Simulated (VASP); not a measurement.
Runs of VASP 6.6.1 on Hf2C. The structure is that of space group P6/mmm (No. 191), or close to it. The cells are those of the table. 

```tsv
task	cell	k mesh	cutoff (eV)	gap on the mesh (eV)	pressure (GPa)	relaxed volume (Å³/atom)
single point	a = 4.645, b = 4.645, c = 2.758 Å, angles 90.0, 90.0, 120.0°, 3 atoms	6 × 6 × 6	520	none	-0.4	-
single point	a = 4.228, b = 4.228, c = 3.152 Å, angles 90.0, 90.0, 120.0°, 3 atoms	6 × 6 × 6	520	none	(a)	-
single point	a = 4.668, b = 4.668, c = 2.754 Å, angles 90.0, 90.0, 120.0°, 3 atoms	12 × 12 × 16	520	none	-0.7	-
relaxation of cell and atoms	relaxed from a = 4.228, b = 4.228, c = 3.152 Å, angles 90.0, 90.0, 120.0°, 3 atoms	6 × 6 × 6	600	none	-0.1	17.10
relaxation of cell and atoms	relaxed from a = 4.645, b = 4.645, c = 2.758 Å, angles 90.0, 90.0, 120.0°, 3 atoms	12 × 12 × 16	600	none	0.0	(b)
```

Alike in all rows: level PBE; potentials or basis VASP PAW PBE potentials, release 64 (Hf_pv, C); no spin polarisation; smearing gaussian 0.1 eV.

Problem. Estimate the missing entries.

Solution. (a) 5.9; (b) 17.19.

Caveats: some runs use coarse meshes; spin-orbit coupling is left out, which moves the levels of the heavy elements.

A k mesh can miss the band edges, and the runs leave out spin-orbit coupling on Hf.

A gap of «none» marks levels without a gap at the run's occupations.
